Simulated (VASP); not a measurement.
VHg2:

```xyz
6
Lattice="3.2761 0.0000 0.0000 -1.6380 2.8372 0.0000 0.0000 0.0000 12.7427" Properties=species:S:1:pos:R:3 pbc="T T T"
V     0.0000    1.8915    3.1857
V     1.6380    0.9457    9.5570
Hg    0.0000    1.8915    7.9960
Hg    1.6380    0.9457    1.6247
Hg    0.0000    1.8915   11.1180
Hg    1.6380    0.9457    4.7466
```

```yaml
Program: VASP 6.6.1
Task: relaxation of cell and atoms
Functional: PBE
Potentials_or_basis: VASP PAW PBE potentials, release 64 (V_sv, Hg)
Cutoff: 500 eV
k_mesh: 6 × 6 × 2
Occupations: gaussian, width 0.1 eV
Spin: collinear spin, ferromagnetic start
Starting_moments: "[1.13, 1.13, 0.0, 0.0, 0.0, 0.0] μB"
```

At the start: pressure 29.0 GPa; volume 19.74 Å³/atom.

Task: Where does the relaxation end?

Result: Over 14 steps the energy falls by 800.2 meV/atom and the volume is 19.62 Å³/atom (-0.6 %); space group P6_3/mmc (No. 194, to 0.1 Å) before and after; moment 1.83 μB per cell.

Step by step:
```
step  energy change (eV)  largest force (eV/Å)  pressure (GPa)  volume (Å³)
   1              0.0000                5.0714           28.98       118.44
   2             -2.5771                0.3240           -6.72       190.44
   3             -3.7208                0.6439           -2.03       154.59
   4             -3.7216                0.6857           -1.79       153.81
   5             -3.9112                0.6967           -1.67       149.14
   6             -4.3870                0.6289           -0.60       135.40
   7             -4.3986                0.0862            8.42       109.19
   8             -4.5597                0.3896           -3.49       127.47
   9             -4.7513                0.2250            0.25       118.21
  10             -4.7917                0.0519           -0.18       117.96
  11             -4.7982                0.0655           -0.32       117.79
  12             -4.7965                0.0203            1.07       116.16
  13             -4.8001                0.0298            0.27       117.09
  14             -4.8010                0.0009           -0.12       117.74
```

Final structure:
```cif
data_structure
_symmetry_space_group_name_H-M 'P 1'
_symmetry_Int_Tables_number 1
_cell_length_a 3.0709
_cell_length_b 3.0709
_cell_length_c 14.4162
_cell_angle_alpha 90.000
_cell_angle_beta 90.000
_cell_angle_gamma 120.000
_cell_volume 117.74
loop_
_atom_site_label
_atom_site_type_symbol
_atom_site_fract_x
_atom_site_fract_y
_atom_site_fract_z
_atom_site_occupancy
V1 V 0.33333 0.66667 0.25000 1
V2 V 0.66667 0.33333 0.75000 1
Hg1 Hg 0.33333 0.66667 0.59381 1
Hg2 Hg 0.66667 0.33333 0.09381 1
Hg3 Hg 0.33333 0.66667 0.90619 1
Hg4 Hg 0.66667 0.33333 0.40619 1
```

Caveat: the k points lie up to 0.39 Å⁻¹ apart in the final cell.
